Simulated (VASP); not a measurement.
# GaMo (P-6m2) in VASP: single point with PBE

Aim: the single point of GaMo with PBE.

All numbers are computed with VASP 6.6.1; they aren't measurements. Logs are shortened: lines on timing, memory, paths and dates and some standing lists are left out, and cuts for length are marked.

## 1. The cell of the first run

The structure is hexagonal, space group P-6m2 (No. 187). The conventional cell has a = 2.868 Å, b = 2.868 Å, c = 4.390 Å, α = 90.00°, β = 90.00°, γ = 120.00°. Ga (site symmetry -6m2) has 6 Mo at 2.75 Å and 6 Ga at 2.87 Å within 3.6 Å. Within 3.6 Å of Mo (site symmetry -6m2) lie 6 Ga at 2.75 Å and 6 Mo at 2.87 Å.

The cell was generated, and may not be a known phase.

## 2. Single point, PBE, collinear spin

File INCAR:

```
SYSTEM = GaMo
ALGO = Fast
EDIFF = 1E-6
ENCUT = 520
GGA = PE
ISIF = 2
ISMEAR = 0
ISPIN = 2
LASPH = .TRUE.
LCHARG = .FALSE.
LMAXMIX = 4
LORBIT = 11
LREAL = .FALSE.
LWAVE = .FALSE.
MAGMOM = 0 1
NBANDS = 24
NELM = 150
PREC = Accurate
SIGMA = 0.1
```

File KPOINTS:

```
k-points
0
G
  6 6 4
  0 0 0
```

File POSCAR:

```
GaMo
1.0
    2.8676858681      0.0000000000      0.0000000000
   -1.4338429340      2.4834888118      0.0000000000
    0.0000000000      0.0000000000      4.3898390945
Ga Mo
1 1
Direct
    0.3333333333      0.6666666667      0.0000000000
    0.0000000000      0.0000000000      0.5000000000
```

Potentials or basis: VASP PAW PBE potentials, release 64 (Ga_d, Mo_sv).

Run with:

```
$ cat potpaw_PBE.64/Ga_d/POTCAR potpaw_PBE.64/Mo_sv/POTCAR > POTCAR
$ mpirun -np 1 vasp_std > vasp.out
```

OUTCAR:

```text
SYSTEM = GaMo
   EDIFF = 1E-6
   ENCUT = 520
   GGA = PE
   ISIF = 2
   ISMEAR = 0
   ISPIN = 2
   LASPH = .TRUE.
   LORBIT = 11
   LREAL = .FALSE.
   NELM = 150
   PREC = Accurate

 ion  position               nearest neighbor table
   1  0.333  0.667  0.000-   2 2.75   2 2.75   2 2.75   2 2.75   2 2.75   2 2.75
   2  0.000  0.000  0.500-   1 2.75   1 2.75   1 2.75   1 2.75   1 2.75   1 2.75

  LATTYP: Found a hexagonal cell.
 ALAT       =     2.8676858681
 C/A-ratio  =     1.5307949672

  Lattice vectors:

 A1 = (   2.8676858681,   0.0000000000,   0.0000000000)
 A2 = (  -1.4338429340,   2.4834888118,   0.0000000000)
 A3 = (   0.0000000000,   0.0000000000,   4.3898390945)

Analysis of symmetry for initial positions (statically):
=====================================================================
 Subroutine PRICEL returns:
 Original cell was already a primitive cell.

 Routine SETGRP: Setting up the symmetry group for a
 hexagonal supercell.

 Subroutine GETGRP returns: Found 12 space group operations
 (whereof 12 operations were pure point group operations)
 out of a pool of 24 trial point group operations.

The static configuration has the point symmetry D_3h.

Analysis of symmetry for dynamics (positions and initial velocities):
=====================================================================
 Subroutine PRICEL returns:
 Original cell was already a primitive cell.

 Routine SETGRP: Setting up the symmetry group for a
 hexagonal supercell.

 Subroutine GETGRP returns: Found 12 space group operations
 (whereof 12 operations were pure point group operations)
 out of a pool of 24 trial point group operations.

The dynamic configuration has the point symmetry D_3h.

Analysis of structural, dynamic, and magnetic symmetry:
=====================================================================
 Subroutine PRICEL returns:
 Original cell was already a primitive cell.

 Routine SETGRP: Setting up the symmetry group for a
 hexagonal supercell.

 Subroutine GETGRP returns: Found 12 space group operations
 (whereof 12 operations were pure point group operations)
 out of a pool of 24 trial point group operations.

The overall configuration has the point symmetry D_3h.

 Subroutine INISYM returns: Found 12 space group operations
 (whereof 12 operations are pure point group operations),
 and found     1 'primitive' translations

[... 111 lines left out ...]
  volume/ion in A,a.u.               =      15.63       105.49
  Fermi-wavevector in a.u.,A,eV,Ry     =   1.559009  2.946100 33.069084  2.430509
  Thomas-Fermi vector in A             =   2.662430
   LORBIT       =     11    0 simple, 1 ext, 2 COOP (PROOUT), +10 PAW based schemes
   GGA     = PE    functional components
   LHFCALC =     F    Hartree Fock is set to
   AEXX    =    0.0000 exact exchange contribution
   IVDW    =     0    specifies the selected vdW correction
   LEPSILON=     F    determine dielectric tensor
   LRPA    =     F    only Hartree local field effects (RPA)
 spin polarized calculation
 RMM-DIIS sequential band-by-band and
 Gauss-broadening in eV      SIGMA  =   0.10
  energy-cutoff  :      520.00
  volume of cell :       31.26
 maximum number of plane-waves:       869
 NGX is ok and might be reduce to    24
   NGX = 11   NGY = 11   NGZ = 17

 number of electron      26.9999997 magnetization      -0.0012428

 number of electron      26.9999997 magnetization       0.0004788

 Free energy of the ion-electron system (eV)
  ---------------------------------------------------
  ext. energy  EPLUGINS =         0.00000000
  ---------------------------------------------------
  free energy    TOTEN  =       -13.81086257 eV

  energy without entropy =      -13.80448865  energy(sigma->0) =      -13.80767561

 E-fermi :   9.6328     XC(G=0): -12.7106

 val. band max:        9.4864837516   @ k =   0.3333   0.1667   0.0000
 cond. band min:       9.6336423571   @ k =   0.3333  -0.0000   0.5000
 fundamental gap:      0.1471586055
 Fermi energy:         9.6328168064

 spin component 1

 k-point     1 :       0.0000    0.0000    0.0000
  band No.  band energies     occupation
      1     -51.2954      1.00000
      2     -25.4676      1.00000
      3     -24.8639      1.00000
      4     -24.8639      1.00000
      5      -4.9835      1.00000
      6      -4.9651      1.00000
[... 556 lines left out ...]
     23      28.2506      0.00000
     24      28.4268      0.00000
 Fermi energy:         9.6328168064

 spin component 2

 k-point     1 :       0.0000    0.0000    0.0000
  band No.  band energies     occupation
      1     -51.2953      1.00000
      2     -25.4675      1.00000
      3     -24.8637      1.00000
      4     -24.8637      1.00000
      5      -4.9836      1.00000
      6      -4.9651      1.00000
[... 556 lines left out ...]
     23      28.2506      0.00000
     24      28.4270      0.00000

------------------------ aborting loop because EDIFF is reached ----------------------------------------

  FORCE on cell =-STRESS in cart. coord.  units (eV):
  Direction    XX          YY          ZZ          XY          YZ          ZX
  --------------------------------------------------------------------------------------
  -------------------------------------------------------------------------------------
  Total        0.0360319      0.0360319      0.1171917      0.0000000      0.0000000      0.0000000
  in kB        1.8465239      1.8465239      6.0057201      0.0000000      0.0000000      0.0000000
  external PRESSURE =       3.2329227 kB  Pullay stress =       0.0000000 kB

 VOLUME and BASIS-vectors are now :
 -----------------------------------------------------------------------------
  energy-cutoff  :      520.00
  volume of cell :       31.26
      direct lattice vectors                 reciprocal lattice vectors
     2.867685868  0.000000000  0.000000000     0.348713229  0.201329677  0.000000000
    -1.433842934  2.483488812  0.000000000     0.000000000  0.402659354  0.000000000
     0.000000000  0.000000000  4.389839095     0.000000000  0.000000000  0.227798782

 POSITION                                       TOTAL-FORCE (eV/Angst)
 -----------------------------------------------------------------------------------
     -0.00000      1.65566      0.00000         0.000000      0.000000      0.000000
      0.00000      0.00000      2.19492         0.000000      0.000000      0.000000
 -----------------------------------------------------------------------------------
    total drift:                               -0.000000      0.000000     -0.000000

  FREE ENERGIE OF THE ION-ELECTRON SYSTEM (eV)
  ---------------------------------------------------
  free  energy   TOTEN  =       -13.8108625657 eV

  energy  without entropy=      -13.8044886519  energy(sigma->0) =      -13.80767561

 total charge

# of ion       s       p       d       tot
------------------------------------------
    1        0.912   0.828  10.002  11.742
    2        2.313   6.173   3.879  12.366
--------------------------------------------------
tot          3.225   7.001  13.882  24.108

 magnetization (x)

# of ion       s       p       d       tot
------------------------------------------
    1       -0.000  -0.000   0.000  -0.000
    2       -0.000   0.000   0.000   0.000
--------------------------------------------------
tot         -0.000  -0.000   0.000   0.000
```

OSZICAR:

```text
N       E                     dE             d eps       ncg     rms          rms(c)
DAV:   1     0.222477187207E+03    0.22248E+03   -0.14432E+04  2320   0.195E+03
DAV:   2    -0.892889149874E+00   -0.22337E+03   -0.21264E+03  2144   0.451E+02
DAV:   3    -0.143064100337E+02   -0.13414E+02   -0.13278E+02  2296   0.905E+01
DAV:   4    -0.144766505635E+02   -0.17024E+00   -0.17021E+00  2304   0.109E+01
DAV:   5    -0.144791017330E+02   -0.24512E-02   -0.24511E-02  2472   0.129E+00    0.133E+01
RMM:   6    -0.138822877342E+02    0.59681E+00   -0.90220E-01  2556   0.624E+00    0.362E+00
RMM:   7    -0.138235174453E+02    0.58770E-01   -0.15833E-01  2820   0.297E+00    0.202E+00
RMM:   8    -0.138148274108E+02    0.86900E-02   -0.19984E-02  3053   0.929E-01    0.827E-01
RMM:   9    -0.138115727652E+02    0.32546E-02   -0.36757E-03  3042   0.443E-01    0.375E-01
RMM:  10    -0.138108080142E+02    0.76475E-03   -0.11666E-03  2943   0.326E-01    0.101E-01
RMM:  11    -0.138108613129E+02   -0.53299E-04   -0.25500E-04  3170   0.139E-01    0.371E-02
RMM:  12    -0.138108624228E+02   -0.11098E-05   -0.30682E-05  3005   0.493E-02    0.168E-02
RMM:  13    -0.138108625657E+02   -0.14286E-06   -0.46784E-06  2285   0.204E-02
   1 F= -.13810863E+02 E0= -.13807676E+02  d E =-.637391E-02  mag=     0.0002
```

stdout:

```text
POSCAR found type information on POSCAR GaMo
 POSCAR found :  2 types and       2 ions
 scaLAPACK will be used
 LDA part: xc-table for (Slater+PW92), standard interpolation
 POSCAR, INCAR and KPOINTS ok, starting setup
 FFT: planning ... GRIDC
 FFT: planning ... GRID_SOFT
 FFT: planning ... GRID
 WAVECAR not read
 entering main loop
```

Wall time 37 s (1 thread of Intel Xeon 8259CL, shared host); peak memory 0.18 GiB.

Results:

- Free energy: -13.8109 eV
- Pressure: 0.3 GPa
- Net moment: 0.00 μB per cell
- Valence electrons inside the program's atomic spheres: Ga 11.74; Mo 12.37

Caveat: the k points lie up to 0.42 Å⁻¹ apart.
